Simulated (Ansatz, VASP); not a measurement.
**One calculation of AlN, two programs**

The input INCAR:

```
SYSTEM = AlN
PREC = Accurate ; ENCUT = 520
EDIFF = 1E-7 ; ISMEAR = 0
SIGMA = 0.02 ; LREAL = .False.
LASPH = .True. ; NELM = 120
ALGO = Normal ; ISIF = 2
LWAVE = .False. ; LCHARG = .False.
GGA = PS ; IBRION = 2
NSW = 60 ; EDIFFG = -0.002
GGA_COMPAT = .False. ; NELMIN = 4
```

Contents of KPOINTS:

```
regular mesh
0
Gamma
  9 9 9
  0 0 0
```

Contents of POSCAR:

```
AlN
1.0
    0.0259176260      2.2195048888      2.2195048888
    2.2195048888      0.0259176260      2.2195048888
    2.2195048888      2.2195048888      0.0259176260
Al N
1 1
Direct
    0.0010688233      0.0010688233      0.0010688233
    0.2489311767      0.2489311767      0.2489311767
```

Input for Ansatz:

```yaml
crystal:
  lattice:
    - [0.025917626, 2.2195048888, 2.2195048888]
    - [2.2195048888, 0.025917626, 2.2195048888]
    - [2.2195048888, 2.2195048888, 0.025917626]
  atoms:
    - { symbol: Al, position: [0.0010688233, 0.0010688233, 0.0010688233] }
    - { symbol: "N", position: [0.2489311767, 0.2489311767, 0.2489311767] }
basis:
  ecutwfc: 420
kpoints:
  mp_grid: { grid: [9, 9, 9] }
hamiltonian:
  xc: pbesol
  pseudopotentials: { kind: paw, azcp: { folder: soft_1 } }
scf:
  occupations: { method: gaussian, width: 0.02 }
output:
  forces: true
  stress: true
  eigenvalues: true
relax:
  adjacent_minimum: "off"
  f_tol: 0.002
  max_steps: 40
```

Change from the starting cell: strained cell.

Alike in both runs: task relaxation of the atoms; functional PBEsol; k mesh 9 × 9 × 9; occupations gaussian, width 0.02 eV; no spin polarisation.

|  | VASP | Ansatz |
| --- | --- | --- |
| version | VASP 6.6.1 | Ansatz 0.2.0 |
| potentials or method | VASP PAW PBE potentials, release 64 (Al, N), cutoff 520 eV | scalar-relativistic, plane waves, PAW |
| valence electrons in the cell | 8 | 8 |

|  | VASP | Ansatz | Ansatz less VASP |
| --- | --- | --- | --- |
| gap on the k mesh at the Fermi level, each at its own relaxed structure (eV) | 3.30 | 3.30 | +0.007 |

VASP's potentials were made for PBE, not for PBEsol, and Ansatz warns of the same on its side. Ansatz's warnings: stress scf threshold loose.
